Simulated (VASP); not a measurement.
A run of VASP 6.6.1 is set up as follows.

The input INCAR:

```
ALGO = Normal ; EDIFF = 1E-6
ENCUT = 520 ; GGA = PE
ISIF = 2 ; ISMEAR = -1
LASPH = T ; LCHARG = F
LREAL = F ; LWAVE = F
NBANDS = 34 ; NELM = 60
PREC = Accurate ; SIGMA = 0.1
```

File KPOINTS:

```
k-points
0
Gamma
  11 11 3
```

The input POSCAR:

```
Tl
1.0
    3.5487408888      0.0000000000      0.0000000000
   -1.7743704444      3.0732997612      0.0000000000
    0.0000000000      0.0000000000     11.4512288880
Tl
4
Direct
    1.0000000000      0.0000000000      1.0000000000
    1.0000000000      1.0000000000      0.5000000000
    0.3333333333      0.6666666667      0.2500000000
    0.6666666667      0.3333333333      0.7500000000
```

Potentials or basis: VASP PAW PBE potentials, release 64 (Tl_d).

Launch:

```bash
$ cat potpaw_PBE.64/Tl_d/POTCAR > POTCAR
$ mpirun -np 1 vasp_std > vasp.out
```

What does it give for the band gap on the k mesh?

Zero (bands 26 and 27 overlap by 4.00 eV).

What does it give for the pressure?

-0.1 GPa.

Caveat: spin-orbit coupling is left out, which moves the levels of the heavy elements.
